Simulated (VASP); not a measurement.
# CuI (F-43m) in VASP: further runs

The runs below take CuI through electric field gradients, with PBE.

All numbers are computed with VASP 6.6.1; they aren't measurements. Logs are shortened: lines on timing, memory, paths and dates and some standing lists are left out, and cuts for length are marked.

### Step 1. The cell of the first run

The structure is cubic, space group F-43m (No. 216). Conventional cell: a = 6.143 Å, b = 6.143 Å, c = 6.143 Å, α = 90.00°, β = 90.00°, γ = 90.00°. Within 3.5 Å of Cu (site symmetry -43m) lie 4 I at 2.66 Å. I (site symmetry -43m) has 4 Cu at 2.66 Å within 3.5 Å.

### Step 2. Electric field gradients, PBE (28.97 Å³/atom)

Contents of INCAR:

```
SYSTEM = CuI
  PREC = Accurate
  ENCUT = 520
  EDIFF = 1E-8
  ISMEAR = -1
  SIGMA = 0.03
  LREAL = .False.
  LASPH = .True.
  NELM = 60
  ALGO = Normal
  ISIF = 2
  LWAVE = .False.
  LCHARG = .False.
  GGA = PE
  LEFG = .True.
  NBANDS = 16
```

Contents of KPOINTS:

```
regular mesh
0
Gamma
  9 9 9
  0 0 0
```

Contents of POSCAR:

```
CuI
1.0
    0.0000000000      3.0713927327      3.0713927327
    3.0713927327      0.0000000000      3.0713927327
    3.0713927327      3.0713927327      0.0000000000
Cu I
1 1
Direct
    0.7500000000      0.7500000000      0.7500000000
    0.0000000000      0.0000000000      0.0000000000
```

Potentials or basis: VASP PAW PBE potentials, release 64 (Cu, I).

Run with:

```
> cat potpaw_PBE.64/Cu/POTCAR potpaw_PBE.64/I/POTCAR > POTCAR
> mpirun -np 1 vasp_std > vasp.out
```

OUTCAR:

```text
SYSTEM = CuI
   PREC = Accurate
   ENCUT = 520
   EDIFF = 1E-8
   ISMEAR = -1
   LREAL = .False.
   LASPH = .True.
   NELM = 60
   ISIF = 2
   GGA = PE

 ion  position               nearest neighbor table
   1  0.750  0.750  0.750-   2 2.66   2 2.66   2 2.66   2 2.66
   2  0.000  0.000  0.000-   1 2.66   1 2.66   1 2.66   1 2.66

  LATTYP: Found a face centered cubic cell.
 ALAT       =     6.1427854654

  Lattice vectors:

 A1 = (   0.0000000000,   3.0713927327,   3.0713927327)
 A2 = (   3.0713927327,   0.0000000000,   3.0713927327)
 A3 = (   3.0713927327,   3.0713927327,   0.0000000000)

Analysis of symmetry for initial positions (statically):
=====================================================================
 Subroutine PRICEL returns:
 Original cell was already a primitive cell.

 Routine SETGRP: Setting up the symmetry group for a
 face centered cubic supercell.

 Subroutine GETGRP returns: Found 24 space group operations
 (whereof 24 operations were pure point group operations)
 out of a pool of 48 trial point group operations.

The static configuration has the point symmetry T_d .

Analysis of symmetry for dynamics (positions and initial velocities):
=====================================================================
 Subroutine PRICEL returns:
 Original cell was already a primitive cell.

 Routine SETGRP: Setting up the symmetry group for a
 face centered cubic supercell.

 Subroutine GETGRP returns: Found 24 space group operations
 (whereof 24 operations were pure point group operations)
 out of a pool of 48 trial point group operations.

The dynamic configuration has the point symmetry T_d .

 Subroutine INISYM returns: Found 24 space group operations
 (whereof 24 operations are pure point group operations),
 and found     1 'primitive' translations

----------------------------------------------------------------------------------------

                                     Primitive cell

  volume of cell :      57.9477

  direct lattice vectors                    reciprocal lattice vectors
     0.000000000  3.071392733  3.071392733    -0.162792597  0.162792597  0.162792597
     3.071392733  0.000000000  3.071392733     0.162792597 -0.162792597  0.162792597
     3.071392733  3.071392733  0.000000000     0.162792597  0.162792597 -0.162792597

  length of vectors
     4.343605258  4.343605258  4.343605258     0.281965049  0.281965049  0.281965049

  position of ions in fractional coordinates (direct lattice)
     0.750000000  0.750000000  0.750000000
     0.000000000  0.000000000  0.000000000

  ion indices of the primitive-cell ions
   primitive index   ion index
                 1           1
                 2           2

----------------------------------------------------------------------------------------

 KPOINTS: regular mesh

Automatic generation of k-mesh.
 Grid dimensions read from file:
 generate k-points for:    9    9    9

 Generating k-lattice:

  Cartesian coordinates                     Fractional coordinates (reciprocal lattice)
    -0.018088066  0.018088066  0.018088066     0.111111111  0.000000000  0.000000000
     0.018088066 -0.018088066  0.018088066     0.000000000  0.111111111  0.000000000
     0.018088066  0.018088066 -0.018088066     0.000000000  0.000000000  0.111111111

  Length of vectors
     0.031329450  0.031329450  0.031329450

  Shift w.r.t. Gamma in fractional coordinates (k-lattice)
     0.000000000  0.000000000  0.000000000

 Subroutine IBZKPT returns following result:
 ===========================================

 Found     35 irreducible k-points:

 Following reciprocal coordinates:
            Coordinates               Weight
  0.000000  0.000000  0.000000      1.000000
  0.111111  0.000000  0.000000      8.000000
  0.222222  0.000000  0.000000      8.000000
  0.333333  0.000000  0.000000      8.000000
  0.444444  0.000000  0.000000      8.000000
  0.111111  0.111111  0.000000      6.000000
[... 16 lines left out ...]
 -0.333333  0.333333  0.000000     12.000000
  0.444444  0.444444  0.000000      6.000000
 [... further k-points ...]
   k-points           NKPTS =     35   k-points in BZ     NKDIM =     35   number of bands    NBANDS=     16
   number of dos      NEDOS =    301   number of ions     NIONS =      2
   total plane-waves  NPLWV =  32768
   dimension x,y,z NGX =    32 NGY =   32 NGZ =   32
   dimension x,y,z NGXF=    64 NGYF=   64 NGZF=   64
   ions per type =               1   1
   NGX,Y,Z   is equivalent  to a cutoff of  12.25, 12.25, 12.25 a.u.
   NGXF,Y,Z  is equivalent  to a cutoff of  24.50, 24.50, 24.50 a.u.
 SYSTEM =  CuI
   PREC   = accura    normal or accurate (medium, high low for compatibility)
   ISTART =      0    job   : 0-new  1-cont  2-samecut
   ICHARG =      2    charge: 1-file 2-atom 10-const
   ISPIN  =      1    spin polarized calculation?
   LNONCOLLINEAR =      F non collinear calculations
   LSORBIT =      F    spin-orbit coupling
   LASPH  =      T    aspherical Exc in radial PAW
   ENCUT  =  520.0 eV  38.22 Ry    6.18 a.u.   8.08  8.08  8.08*2*pi/ulx,y,z
   NELM   =     60;   NELMIN=  2; NELMDL= -5     # of ELM steps
   EDIFF  = 0.1E-07   stopping-criterion for ELM
   LREAL  =      F    real-space projection
   EDIFFG = 0.1E-06   stopping-criterion for IOM
   NSW    =      0    number of steps for IOM
   IBRION =     -1    ionic relax: 0-MD 1-quasi-New 2-CG
   NFREE  =      0    steps in history (QN), initial steepest desc. (CG)
   ISIF   =      2    stress and relaxation
   ISYM   =      2    0-nonsym 1-usesym 2-fastsym
   POTIM  = 0.5000    time-step for ionic-motion
   TEBEG  =    0.0;   TEEND  =   0.0 temperature during run
   PSTRESS=    0.0 pullay stress
   NELECT =      18.0000    total number of electrons
   NUPDOWN=      -1.0000    fix difference up-down
   EMIN   =  10.00;   EMAX   =-10.00  energy-range for DOS
   EFERMI =   0.00;   METHOD = LEGACY
   ISMEAR =    -1;   SIGMA  =   0.03  broadening in eV -4-tet -1-fermi 0-gaus
   EFERMI_NEDOS =   21; number of points for ismear=-14 and -15
   IALGO  =     38    algorithm
   IMIX   =      4    mixing-type and parameters
     AMIX     =   0.40;   BMIX     =  1.00
     AMIX_MAG =   1.60;   BMIX_MAG =  1.00
  volume/ion in A,a.u.               =      28.97       195.53
  Fermi-wavevector in a.u.,A,eV,Ry     =   1.108716  2.095169 16.724978  1.229251
  Thomas-Fermi vector in A             =   2.245247
   LORBIT       =      0    0 simple, 1 ext, 2 COOP (PROOUT), +10 PAW based schemes
   GGA     = PE    functional components
   LHFCALC =     F    Hartree Fock is set to
   AEXX    =    0.0000 exact exchange contribution
   IVDW    =     0    specifies the selected vdW correction
   LEPSILON=     F    determine dielectric tensor
   LRPA    =     F    only Hartree local field effects (RPA)
 non-spin polarized calculation
  energy-cutoff  :      520.00
  volume of cell :       57.95
 maximum number of plane-waves:      1580
   NGX = 17   NGY = 17   NGZ = 17

 number of electron      17.9999995 magnetization

 Free energy of the ion-electron system (eV)
  ---------------------------------------------------
  ext. energy  EPLUGINS =         0.00000000
  ---------------------------------------------------
  free energy    TOTEN  =        -5.55688759 eV

  energy without entropy =       -5.55688759  energy(sigma->0) =       -5.55688759

 E-fermi :   4.5599     XC(G=0):  -8.7561

 val. band max:        4.0166282409   @ k =   0.0000   0.0000   0.0000
 cond. band min:       5.0603785864   @ k =   0.0000   0.0000   0.0000
 fundamental gap:      1.0437503455
 Fermi energy:         4.5599017794

 k-point     1 :       0.0000    0.0000    0.0000
  band No.  band energies     occupation
      1      -9.7953      2.00000
      2       0.5480      2.00000
      3       0.5480      2.00000
      4       0.5480      2.00000
      5       2.3204      2.00000
      6       2.3204      2.00000
[... 8 lines left out ...]
     15      13.5235      0.00000
     16      13.5235      0.00000

 k-point     2 :       0.1111    0.0000    0.0000
  band No.  band energies     occupation
      1      -9.7429      2.00000
      2       0.3131      2.00000
      3       0.5514      2.00000
      4       0.5514      2.00000
      5       2.3158      2.00000
      6       2.3158      2.00000
[... 8 lines left out ...]
     15      12.9795      0.00000
     16      12.9795      0.00000
[... 387 lines left out ...]
      5       2.2133      2.00000
      6       2.3203      2.00000
[... 8 lines left out ...]
     15      13.2740      0.00000
     16      17.1361      0.00000

 k-point    24 :       0.4444    0.4444    0.0000
  band No.  band energies     occupation
      1      -9.1534      2.00000
      2      -1.2730      2.00000
      3       0.4251      2.00000
      4       0.4251      2.00000
      5       2.2575      2.00000
      6       2.3994      2.00000
[... 8 lines left out ...]
     15      15.0863      0.00000
     16      16.2914      0.00000

 [... further k-points ...]
[... 5 lines left out ...]
  --------------------------------------------------------------------------------------
  -------------------------------------------------------------------------------------
  Total       -0.3950050     -0.3950050     -0.3950050      0.0000000     -0.0000000     -0.0000000
  in kB      -10.9213711    -10.9213711    -10.9213711      0.0000000     -0.0000000     -0.0000000
  external PRESSURE =     -10.9213711 kB  Pullay stress =       0.0000000 kB

 VOLUME and BASIS-vectors are now :
 -----------------------------------------------------------------------------
  energy-cutoff  :      520.00
  volume of cell :       57.95
      direct lattice vectors                 reciprocal lattice vectors
     0.000000000  3.071392733  3.071392733    -0.162792597  0.162792597  0.162792597
     3.071392733  0.000000000  3.071392733     0.162792597 -0.162792597  0.162792597
     3.071392733  3.071392733  0.000000000     0.162792597  0.162792597 -0.162792597

 POSITION                                       TOTAL-FORCE (eV/Angst)
 -----------------------------------------------------------------------------------
      4.60709      4.60709      4.60709        -0.000000     -0.000000      0.000000
      0.00000      0.00000      0.00000         0.000000      0.000000     -0.000000
 -----------------------------------------------------------------------------------
    total drift:                               -0.000001     -0.000001     -0.000002

  FREE ENERGIE OF THE ION-ELECTRON SYSTEM (eV)
  ---------------------------------------------------
  free  energy   TOTEN  =        -5.5568875881 eV

  energy  without entropy=       -5.5568875879  energy(sigma->0) =       -5.55688759

 Electric field gradients (V/A^2)
---------------------------------------------------------------------
 ion       V_xx      V_yy      V_zz      V_xy      V_xz      V_yz
---------------------------------------------------------------------
   1      -0.000    -0.000     0.000    -0.004    -0.004    -0.004
   2      -0.000    -0.000     0.000     0.000     0.000     0.000
---------------------------------------------------------------------

 Electric field gradients after diagonalization (V/A^2)
 (convention: |V_zz| > |V_xx| > |V_yy|)
----------------------------------------------------------------------
 ion       V_xx      V_yy      V_zz     asymmetry (V_yy - V_xx)/ V_zz
----------------------------------------------------------------------
   1       0.004     0.004    -0.007       0.000
   2      -0.000    -0.000     0.001       0.000
----------------------------------------------------------------------

           NMR quadrupolar parameters

 Cq : quadrupolar parameter    Cq=e*Q*V_zz/h
 eta: asymmetry parameters     (V_yy - V_xx)/ V_zz
 Q  : nuclear electric quadrupole moment in mb (millibarn)
----------------------------------------------------------------------
 ion       Cq(MHz)       eta       Q (mb)
----------------------------------------------------------------------
   1      -0.000       0.000       1.000
   2       0.000       0.000       1.000
----------------------------------------------------------------------
```

It took 24 s on 1 thread of Intel Xeon Platinum 8375C at 2.90GHz (Ice Lake), shared host; peak memory 0.19 GiB.

What came out:

* Free energy: -5.5569 eV
* Pressure: -1.1 GPa
* Band gap on the k mesh: 1.04 eV
* Largest electric field gradient by atom: under 0.05 V/Å² on every atom

Levels at points of the mesh, in eV from the valence-band top:
| k point | band 6 | band 7 | band 8 | band 9 | band 10 | band 11 | band 12 | band 13 |
| --- | --- | --- | --- | --- | --- | --- | --- | --- |
| (0.00, 0.00, 0.00) | -1.70 | 0.00 | 0.00 | 0.00 | 1.04 | 4.91 | 4.91 | 4.91 |

Caveat: spin-orbit coupling is left out, which moves the levels of the heavy elements.

### Step 3. Electric field gradients, PBE (28.97 Å³/atom)

Contents of INCAR:

```
PREC = Accurate
ENCUT = 520
EDIFF = 1E-8
ISMEAR = -1
SIGMA = 0.03
LREAL = F
LASPH = T
NELM = 100
ALGO = Normal
ISIF = 2
LWAVE = F
LCHARG = F
GGA = PE
LEFG = T
NBANDS = 16
```

Contents of KPOINTS:

```
Automatic mesh
0
Gamma
  9 9 9
```

POSCAR is that of step 2.

Potentials or basis: VASP PAW PBE potentials, release 64 (Cu, I).

Run with:

```
> cat potpaw_PBE.64/Cu/POTCAR potpaw_PBE.64/I/POTCAR > POTCAR
> mpirun -np 1 vasp_std > vasp.out
```

OUTCAR:

```text
PREC = Accurate
   ENCUT = 520
   EDIFF = 1E-8
   ISMEAR = -1
   LREAL = F
   LASPH = T
   NELM = 100
   ISIF = 2
   GGA = PE

 ion  position               nearest neighbor table
   1  0.750  0.750  0.750-   2 2.66   2 2.66   2 2.66   2 2.66
   2  0.000  0.000  0.000-   1 2.66   1 2.66   1 2.66   1 2.66

  LATTYP: Found a face centered cubic cell.
 ALAT       =     6.1427854654

  Lattice vectors:

 A1 = (   0.0000000000,   3.0713927327,   3.0713927327)
 A2 = (   3.0713927327,   0.0000000000,   3.0713927327)
 A3 = (   3.0713927327,   3.0713927327,   0.0000000000)

Analysis of symmetry for initial positions (statically):
=====================================================================
 Subroutine PRICEL returns:
 Original cell was already a primitive cell.

 Routine SETGRP: Setting up the symmetry group for a
 face centered cubic supercell.

[... 642 lines left out ...]
  energy-cutoff  :      520.00
  volume of cell :       57.95
      direct lattice vectors                 reciprocal lattice vectors
     0.000000000  3.071392733  3.071392733    -0.162792597  0.162792597  0.162792597
     3.071392733  0.000000000  3.071392733     0.162792597 -0.162792597  0.162792597
     3.071392733  3.071392733  0.000000000     0.162792597  0.162792597 -0.162792597

 POSITION                                       TOTAL-FORCE (eV/Angst)
 -----------------------------------------------------------------------------------
      4.60709      4.60709      4.60709        -0.000000     -0.000000      0.000000
      0.00000      0.00000      0.00000         0.000000      0.000000     -0.000000
 -----------------------------------------------------------------------------------
    total drift:                               -0.000001     -0.000001     -0.000002

  FREE ENERGIE OF THE ION-ELECTRON SYSTEM (eV)
  ---------------------------------------------------
  free  energy   TOTEN  =        -5.5568875881 eV

  energy  without entropy=       -5.5568875879  energy(sigma->0) =       -5.55688759

 Electric field gradients (V/A^2)
---------------------------------------------------------------------
 ion       V_xx      V_yy      V_zz      V_xy      V_xz      V_yz
---------------------------------------------------------------------
   1      -0.000    -0.000     0.000    -0.004    -0.004    -0.004
   2      -0.000    -0.000     0.000     0.000     0.000     0.000
---------------------------------------------------------------------

 Electric field gradients after diagonalization (V/A^2)
 (convention: |V_zz| > |V_xx| > |V_yy|)
----------------------------------------------------------------------
 ion       V_xx      V_yy      V_zz     asymmetry (V_yy - V_xx)/ V_zz
----------------------------------------------------------------------
   1       0.004     0.004    -0.007       0.000
   2      -0.000    -0.000     0.001       0.000
----------------------------------------------------------------------

           NMR quadrupolar parameters

 Cq : quadrupolar parameter    Cq=e*Q*V_zz/h
 eta: asymmetry parameters     (V_yy - V_xx)/ V_zz
 Q  : nuclear electric quadrupole moment in mb (millibarn)
----------------------------------------------------------------------
 ion       Cq(MHz)       eta       Q (mb)
----------------------------------------------------------------------
   1      -0.000       0.000       1.000
   2       0.000       0.000       1.000
----------------------------------------------------------------------
```

Run time: 26 s. Hardware: 1 thread of Intel Xeon Platinum 8375C at 2.90GHz (Ice Lake), shared host; peak memory 0.19 GiB.

Results:

```yaml
Free_energy: -5.5569 eV
Pressure: -1.1 GPa
Band_gap_on_the_k_mesh: 1.04 eV
Largest_electric_field_gradient_by_atom: under 0.05 V/Å² on every atom
```

Levels at points of the mesh, in eV from the valence-band top:
| k point | band 6 | band 7 | band 8 | band 9 | band 10 | band 11 | band 12 | band 13 |
| --- | --- | --- | --- | --- | --- | --- | --- | --- |
| (0.00, 0.00, 0.00) | -1.70 | 0.00 | 0.00 | 0.00 | 1.04 | 4.91 | 4.91 | 4.91 |

Caveat: spin-orbit coupling is left out, which moves the levels of the heavy elements.
